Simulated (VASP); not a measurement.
# Mg (P6/mmm) in VASP: further runs

Runs on Mg. Level: PBE. Tasks: single point.

Everything below comes from runs of VASP 6.6.1. Logs are shortened: lines on timing, memory, paths and dates and some standing lists are left out, and cuts for length are marked.

**1. The cell of the first run**

Symmetry: P6/mmm, No. 191, hexagonal system. Conventional cell: a = 3.294 Å, b = 3.294 Å, c = 2.801 Å, α = 90.00°, β = 90.00°, γ = 120.00°. Mg (site symmetry 6/mmm) has 8 Mg at 2.80 to 3.29 Å within 3.7 Å.

This isn't the form of Mg at room conditions, which is hcp.

**2. Single point, PBE (strain +0.080 along x and y, -0.080 along z)**

INCAR

```
SYSTEM = Mg
ALGO = Normal
EDIFF = 1E-6
ENCUT = 520
GGA = PE
ISIF = 2
ISMEAR = 0
LASPH = .True.
LCHARG = .False.
LREAL = .False.
LWAVE = .False.
NBANDS = 7
NELM = 80
PREC = Accurate
SIGMA = 0.15
```

KPOINTS

```
k-points
0
Gamma
  18 18 16
  0 0 0
```

POSCAR

```
Mg
1.0
    3.2943237845      0.0000000000      0.0000000000
   -1.6471618923      2.8529680857      0.0000000000
    0.0000000000      0.0000000000      2.8012505644
Mg
1
Direct
    0.0000000000      0.0000000000      0.0000000000
```

Potentials or basis: VASP PAW PBE potentials, release 64 (Mg).

Launch:

```
$ cat potpaw_PBE.64/Mg/POTCAR > POTCAR
$ mpirun -np 1 vasp_std > vasp.out
```

OUTCAR:

```text
SYSTEM = Mg
   EDIFF = 1E-6
   ENCUT = 520
   GGA = PE
   ISIF = 2
   ISMEAR = 0
   LASPH = .True.
   LREAL = .False.
   NELM = 80
   PREC = Accurate

 ion  position               nearest neighbor table
   1  0.000  0.000  0.000-

  LATTYP: Found a hexagonal cell.
 ALAT       =     3.2943237845
 C/A-ratio  =     0.8503264244

  Lattice vectors:

 A1 = (   3.2943237845,   0.0000000000,   0.0000000000)
 A2 = (  -1.6471618923,   2.8529680857,   0.0000000000)
 A3 = (   0.0000000000,   0.0000000000,   2.8012505644)

Analysis of symmetry for initial positions (statically):
=====================================================================
 Subroutine PRICEL returns:
 Original cell was already a primitive cell.

 Routine SETGRP: Setting up the symmetry group for a
 hexagonal supercell.

 Subroutine GETGRP returns: Found 24 space group operations
 (whereof 24 operations were pure point group operations)
 out of a pool of 24 trial point group operations.

The static configuration has the point symmetry D_6h.

Analysis of symmetry for dynamics (positions and initial velocities):
=====================================================================
 Subroutine PRICEL returns:
 Original cell was already a primitive cell.

 Routine SETGRP: Setting up the symmetry group for a
 hexagonal supercell.

 Subroutine GETGRP returns: Found 24 space group operations
 (whereof 24 operations were pure point group operations)
 out of a pool of 24 trial point group operations.

The dynamic configuration has the point symmetry D_6h.

 Subroutine INISYM returns: Found 24 space group operations
 (whereof 24 operations are pure point group operations),
 and found     1 'primitive' translations

----------------------------------------------------------------------------------------

                                     Primitive cell

  volume of cell :      26.3278

  direct lattice vectors                    reciprocal lattice vectors
     3.294323784  0.000000000  0.000000000     0.303552433  0.175256079  0.000000000
    -1.647161892  2.852968086  0.000000000     0.000000000  0.350512158  0.000000000
     0.000000000  0.000000000  2.801250564     0.000000000  0.000000000  0.356983418

  length of vectors
     3.294323784  3.294323785  2.801250564     0.350512158  0.350512158  0.356983418

  position of ions in fractional coordinates (direct lattice)
     0.000000000  0.000000000  0.000000000

  ion indices of the primitive-cell ions
   primitive index   ion index
                 1           1

----------------------------------------------------------------------------------------

 KPOINTS: k-points

Automatic generation of k-mesh.
 Grid dimensions read from file:
 generate k-points for:   18   18   16

 Generating k-lattice:

  Cartesian coordinates                     Fractional coordinates (reciprocal lattice)
     0.016864024  0.009736449  0.000000000     0.055555556 -0.000000000  0.000000000
     0.000000000  0.019472898  0.000000000     0.000000000  0.055555556  0.000000000
     0.000000000  0.000000000  0.022311464     0.000000000  0.000000000  0.062500000

  Length of vectors
     0.019472898  0.019472898  0.022311464

  Shift w.r.t. Gamma in fractional coordinates (k-lattice)
     0.000000000  0.000000000  0.000000000

 Subroutine IBZKPT returns following result:
 ===========================================

 Found    333 irreducible k-points:

 Following reciprocal coordinates:
            Coordinates               Weight
  0.000000  0.000000  0.000000      1.000000
  0.055556 -0.000000  0.000000      6.000000
  0.111111 -0.000000  0.000000      6.000000
  0.166667 -0.000000  0.000000      6.000000
  0.222222 -0.000000  0.000000      6.000000
  0.277778 -0.000000  0.000000      6.000000
[... 16 lines left out ...]
  0.333333  0.111111  0.000000     12.000000
  0.388889  0.111111  0.000000     12.000000
 [... further k-points ...]
   k-points           NKPTS =    333   k-points in BZ     NKDIM =    333   number of bands    NBANDS=      7
   number of dos      NEDOS =    301   number of ions     NIONS =      1
   total plane-waves  NPLWV =  18816
   dimension x,y,z NGX =    28 NGY =   28 NGZ =   24
   dimension x,y,z NGXF=    56 NGYF=   56 NGZF=   48
   ions per type =               1
   NGX,Y,Z   is equivalent  to a cutoff of  14.13, 14.13, 14.24 a.u.
   NGXF,Y,Z  is equivalent  to a cutoff of  28.26, 28.26, 28.49 a.u.
 SYSTEM =  Mg
   PREC   = accura    normal or accurate (medium, high low for compatibility)
   ISTART =      0    job   : 0-new  1-cont  2-samecut
   ICHARG =      2    charge: 1-file 2-atom 10-const
   ISPIN  =      1    spin polarized calculation?
   LNONCOLLINEAR =      F non collinear calculations
   LSORBIT =      F    spin-orbit coupling
   LASPH  =      T    aspherical Exc in radial PAW
   ENCUT  =  520.0 eV  38.22 Ry    6.18 a.u.   6.13  6.13  5.21*2*pi/ulx,y,z
   NELM   =     80;   NELMIN=  2; NELMDL= -5     # of ELM steps
   EDIFF  = 0.1E-05   stopping-criterion for ELM
   LREAL  =      F    real-space projection
   EDIFFG = 0.1E-04   stopping-criterion for IOM
   NSW    =      0    number of steps for IOM
   IBRION =     -1    ionic relax: 0-MD 1-quasi-New 2-CG
   NFREE  =      0    steps in history (QN), initial steepest desc. (CG)
   ISIF   =      2    stress and relaxation
   ISYM   =      2    0-nonsym 1-usesym 2-fastsym
   POTIM  = 0.5000    time-step for ionic-motion
   TEBEG  =    0.0;   TEEND  =   0.0 temperature during run
   PSTRESS=    0.0 pullay stress
   NELECT =       2.0000    total number of electrons
   NUPDOWN=      -1.0000    fix difference up-down
   EMIN   =  10.00;   EMAX   =-10.00  energy-range for DOS
   EFERMI =   0.00;   METHOD = LEGACY
   ISMEAR =     0;   SIGMA  =   0.15  broadening in eV -4-tet -1-fermi 0-gaus
   EFERMI_NEDOS =   21; number of points for ismear=-14 and -15
   IALGO  =     38    algorithm
   IMIX   =      4    mixing-type and parameters
     AMIX     =   0.40;   BMIX     =  1.00
     AMIX_MAG =   1.60;   BMIX_MAG =  1.00
  volume/ion in A,a.u.               =      26.33       177.67
  Fermi-wavevector in a.u.,A,eV,Ry     =   0.693340  1.310223  6.540603  0.480721
  Thomas-Fermi vector in A             =   1.775526
   LORBIT       =      0    0 simple, 1 ext, 2 COOP (PROOUT), +10 PAW based schemes
   GGA     = PE    functional components
   LHFCALC =     F    Hartree Fock is set to
   AEXX    =    0.0000 exact exchange contribution
   IVDW    =     0    specifies the selected vdW correction
   LEPSILON=     F    determine dielectric tensor
   LRPA    =     F    only Hartree local field effects (RPA)
 non-spin polarized calculation
 Gauss-broadening in eV      SIGMA  =   0.15
  energy-cutoff  :      520.00
  volume of cell :       26.33
 maximum number of plane-waves:       723
 NGX is ok and might be reduce to    28
   NGX = 13   NGY = 13   NGZ = 11

 number of electron       2.0000000 magnetization

 Free energy of the ion-electron system (eV)
  ---------------------------------------------------
  ext. energy  EPLUGINS =         0.00000000
  ---------------------------------------------------
  free energy    TOTEN  =        -1.18709169 eV

  energy without entropy =       -1.18075421  energy(sigma->0) =       -1.18392295

 E-fermi :   1.9083     XC(G=0):  -8.0572

 val. band max:        1.9017484389   @ k =   0.3889   0.1111   0.3750
 cond. band min:       1.9141572587   @ k =   0.5000  -0.0000   0.3125
 fundamental gap:      0.0124088198
 Fermi energy:         1.9082981782

 k-point     1 :       0.0000    0.0000    0.0000
  band No.  band energies     occupation
      1      -4.4238      2.00000
      2      11.0521      0.00000
      3      12.5232      0.00000
      4      12.5232      0.00000
      5      12.5774      0.00000
      6      12.5774      0.00000
      7      13.9237      0.00000

 k-point     2 :       0.0556   -0.0000    0.0000
  band No.  band energies     occupation
      1      -4.3667      2.00000
      2      10.5546      0.00000
      3      11.6273      0.00000
      4      11.7088      0.00000
      5      13.1867      0.00000
      6      13.4926      0.00000
      7      13.9705      0.00000

 k-point     3 :       0.1111   -0.0000    0.0000
  band No.  band energies     occupation
      1      -4.1956      2.00000
      2       9.2427      0.00000
      3      10.9686      0.00000
      4      11.0032      0.00000
      5      13.6609      0.00000
      6      14.1109      0.00000
      7      14.5347      0.00000

 k-point     4 :       0.1667   -0.0000    0.0000
  band No.  band energies     occupation
      1      -3.9110      2.00000
      2       7.7429      0.00000
      3      10.3284      0.00000
      4      10.4913      0.00000
      5      14.1669      0.00000
      6      14.3450      0.00000
      7      15.6766      0.00000

 k-point     5 :       0.2222   -0.0000    0.0000
  band No.  band energies     occupation
      1      -3.5138      2.00000
      2       6.2650      0.00000
      3       9.7879      0.00000
      4      10.0271      0.00000
      5      14.6730      0.00000
      6      14.7276      0.00000
      7      16.9156      0.00000
[... 161 lines left out ...]
 k-point    22 :       0.2778    0.1111    0.0000
  band No.  band energies     occupation
      1      -2.2182      2.00000
      2       3.6893      0.00000
      3       6.5360      0.00000
      4      11.9290      0.00000
      5      15.7523      0.00000
      6      15.9291      0.00000
      7      18.6539      0.00000

 k-point    23 :       0.3333    0.1111    0.0000
  band No.  band energies     occupation
      1      -1.4922      2.00000
      2       2.4558      0.00000
      3       6.2786      0.00000
      4      11.7318      0.00000
      5      16.3611      0.00000
      6      16.8025      0.00000
      7      19.7333      0.00000

 k-point    24 :       0.3889    0.1111    0.0000
  band No.  band energies     occupation
      1      -0.6604      2.00000
      2       1.3188      2.00000
      3       6.1237      0.00000
      4      11.6080      0.00000
      5      17.0568      0.00000
      6      17.6777      0.00000
      7      18.7775      0.00000

 [... further k-points ...]

------------------------ aborting loop because EDIFF is reached ----------------------------------------

  FORCE on cell =-STRESS in cart. coord.  units (eV):
  Direction    XX          YY          ZZ          XY          YZ          ZX
  --------------------------------------------------------------------------------------
  -------------------------------------------------------------------------------------
  Total       -0.6124409     -0.6124409      1.1479838      0.0000000      0.0000000      0.0000000
  in kB      -37.2700201    -37.2700201     69.8604219      0.0000000      0.0000000      0.0000000
  external PRESSURE =      -1.5598728 kB  Pullay stress =       0.0000000 kB

 VOLUME and BASIS-vectors are now :
 -----------------------------------------------------------------------------
  energy-cutoff  :      520.00
  volume of cell :       26.33
      direct lattice vectors                 reciprocal lattice vectors
     3.294323784  0.000000000  0.000000000     0.303552433  0.175256079  0.000000000
    -1.647161892  2.852968086  0.000000000     0.000000000  0.350512158  0.000000000
     0.000000000  0.000000000  2.801250564     0.000000000  0.000000000  0.356983418

 POSITION                                       TOTAL-FORCE (eV/Angst)
 -----------------------------------------------------------------------------------
      0.00000      0.00000      0.00000         0.000000      0.000000      0.000000
 -----------------------------------------------------------------------------------
    total drift:                               -0.000000     -0.000000      0.000000

  FREE ENERGIE OF THE ION-ELECTRON SYSTEM (eV)
  ---------------------------------------------------
  free  energy   TOTEN  =        -1.1870916930 eV

  energy  without entropy=       -1.1807542068  energy(sigma->0) =       -1.18392295
```

Wall time 38 s (1 thread of Intel Xeon Platinum 8259CL at 2.50GHz (Skylake/Cascade Lake), shared host); peak memory 0.2 GiB.

Results:

- Free energy: -1.1871 eV
- Pressure: -0.2 GPa
- Band gap on the k mesh: zero (bands 1 and 2 overlap by 4.66 eV)

Caveat: the cell differs from its parent crystal (strain +0.080 along x and y, -0.080 along z).

**3. Single point, PBE (strain +0.040 along x and y, +0.000 along z)**

INCAR

```
  PREC = Accurate
  ENCUT = 520
  EDIFF = 1E-7
  ISMEAR = 0
  SIGMA = 0.15
  LREAL = F
  LASPH = T
  NELM = 100
  ALGO = Fast
  ISIF = 2
  LWAVE = F
  LCHARG = F
  GGA = PE
  NBANDS = 7
```

KPOINTS

```
Automatic mesh
0
Gamma
  18 18 16
```

POSCAR

```
Mg
1.0
    3.1723117925      0.0000000000      0.0000000000
   -1.5861558963      2.7473026010      0.0000000000
    0.0000000000      0.0000000000      3.0448375700
Mg
1
Direct
    0.0000000000      0.0000000000      0.0000000000
```

Potentials or basis: VASP PAW PBE potentials, release 64 (Mg).

Launch:

```
$ cat potpaw_PBE.64/Mg/POTCAR > POTCAR
$ mpirun -np 1 vasp_std > vasp.out
```

Run time: 22 s. Hardware: 1 thread of Intel Xeon Platinum 8259CL at 2.50GHz (Skylake/Cascade Lake), shared host; peak memory 0.18 GiB.

Results (log left out):

| Quantity | Value |
| --- | --- |
| Free energy | -1.2713 eV |
| Pressure | -1.1 GPa |
| Band gap on the k mesh | zero (bands 1 and 2 overlap by 5.14 eV) |

Stress tensor (GPa, compression positive):
```
-1.91  0.00  0.00
 0.00 -1.91  0.00
 0.00  0.00  0.47
```

Levels at points of the mesh, in eV from the Fermi level:
```
           k point  band 1  band 2  band 3  band 4
(0.00, 0.00, 0.00)   -6.33    8.16    9.07   11.71
(0.50, 0.00, 0.00)   -1.53   -1.35    7.69    7.74
(0.00, 0.00, 0.50)   -2.62   -2.07   14.02   14.02
(0.50, 0.00, 0.50)    1.59    2.18    2.91    3.06
```

Caveat: the cell differs from its parent crystal (strain +0.040 along x and y, +0.000 along z).

**4. Single point, PBE (strain +0.080 along x and y, -0.040 along z)**

INCAR

```
  PREC = Accurate
  ENCUT = 520
  EDIFF = 1E-6
  ISMEAR = 0
  SIGMA = 0.15
  LREAL = F
  LASPH = T
  NELM = 80
  ALGO = Fast
  ISIF = 2
  LWAVE = F
  LCHARG = T
  GGA = PE
  LELF = T
  LVHAR = T
  NBANDS = 7
```

KPOINTS is that of step 3.

POSCAR

```
Mg
1.0
    3.2943237845      0.0000000000      0.0000000000
   -1.6471618923      2.8529680857      0.0000000000
    0.0000000000      0.0000000000      2.9230440672
Mg
1
Direct
    0.0000000000      0.0000000000      0.0000000000
```

Launch:

```
$ cat potpaw_PBE.64/Mg/POTCAR > POTCAR
$ mpirun -np 1 vasp_std > vasp.out
```

Wall time 36 s (1 thread of Intel Xeon Platinum 8259CL at 2.50GHz (Skylake/Cascade Lake), shared host); peak memory 0.19 GiB.

The run converged. Its results:

| Item | Value |
| --- | --- |
| Free energy | -1.2221 eV |
| Pressure | -1.6 GPa |
| Band gap on the k mesh | zero (bands 1 and 2 overlap by 4.70 eV) |

Stress tensor (GPa, compression positive):
```
-3.82  0.00  0.00
 0.00 -3.82  0.00
 0.00  0.00  2.99
```

Levels at points of the mesh, in eV from the Fermi level:
| k point | band 1 | band 2 | band 3 | band 4 | band 5 | band 6 |
| --- | --- | --- | --- | --- | --- | --- |
| (0.00, 0.00, 0.00) | -6.18 | 8.73 | 10.61 | 10.80 | 10.80 | 10.82 |
| (0.50, 0.00, 0.00) | -1.69 | -1.59 | 6.82 | 7.07 | 14.37 | 14.60 |
| (0.00, 0.00, 0.50) | -1.95 | -1.78 | 13.64 | 13.64 | 13.85 | 13.85 |
| (0.50, 0.00, 0.50) | 1.99 | 2.00 | 3.13 | 3.14 | 10.50 | 10.75 |

Caveat: the cell differs from its parent crystal (strain +0.080 along x and y, -0.040 along z).

**5. Single point, PBE (strain +0.040 along x and y, +0.040 along z)**

INCAR

```
PREC = Accurate
ENCUT = 520
EDIFF = 1E-6
ISMEAR = 0
SIGMA = 0.15
LREAL = False
LASPH = True
NELM = 80
ALGO = Fast
ISIF = 2
LWAVE = False
LCHARG = True
GGA = PE
LELF = True
LVHAR = True
NBANDS = 7
```

KPOINTS is that of step 4.

POSCAR

```
Mg
1.0
    3.1723117925      0.0000000000      0.0000000000
   -1.5861558963      2.7473026010      0.0000000000
    0.0000000000      0.0000000000      3.1666310728
Mg
1
Direct
    0.0000000000      0.0000000000      0.0000000000
```

Launch:

```
$ cat potpaw_PBE.64/Mg/POTCAR > POTCAR
$ mpirun -np 1 vasp_std > vasp.out
```

Wall time 21 s (1 thread of Intel Xeon Platinum 8259CL at 2.50GHz (Skylake/Cascade Lake), shared host); peak memory 0.19 GiB.

It converged, with:

```yaml
Free_energy: -1.2675 eV
Pressure: -1.8 GPa
Band_gap_on_the_k_mesh: zero (bands 1 and 2 overlap by 4.89 eV)
```

Stress tensor (GPa, compression positive):
```
-2.00  0.00  0.00
 0.00 -2.00  0.00
 0.00  0.00 -1.48
```

Levels at points of the mesh, in eV from the Fermi level:
| k point | band 1 | band 2 | band 3 | band 4 | band 5 | band 6 |
| --- | --- | --- | --- | --- | --- | --- |
| (0.00, 0.00, 0.00) | -6.17 | 7.61 | 8.03 | 11.85 | 11.85 | 12.41 |
| (0.50, 0.00, 0.00) | -1.38 | -1.18 | 7.80 | 7.90 | 12.17 | 12.46 |
| (0.00, 0.00, 0.50) | -2.88 | -2.06 | 13.84 | 13.84 | 15.18 | 15.19 |
| (0.50, 0.00, 0.50) | 1.35 | 2.24 | 2.62 | 3.08 | 10.71 | 11.61 |

Caveat: the cell differs from its parent crystal (strain +0.040 along x and y, +0.040 along z).

**6. Overview**

| cell | gap on the mesh (eV) | pressure (GPa) |
| --- | --- | --- |
| a = 3.294, b = 3.294, c = 2.801 Å, angles 90.0, 90.0, 120.0°, 1 atom | none | -0.2 |
| a = 3.172, b = 3.172, c = 3.045 Å, angles 90.0, 90.0, 120.0°, 1 atom | none | -1.1 |
| a = 3.294, b = 3.294, c = 2.923 Å, angles 90.0, 90.0, 120.0°, 1 atom | none | -1.6 |
| a = 3.172, b = 3.172, c = 3.167 Å, angles 90.0, 90.0, 120.0°, 1 atom | none | -1.8 |

Alike in all rows: task single point; level PBE; potentials or basis VASP PAW PBE potentials, release 64 (Mg); no spin polarisation; k mesh 18 × 18 × 16; cutoff (eV) 520; smearing gaussian 0.15 eV.

Total energies depend on the potentials used, so only differences within one code and one set of settings carry meaning.
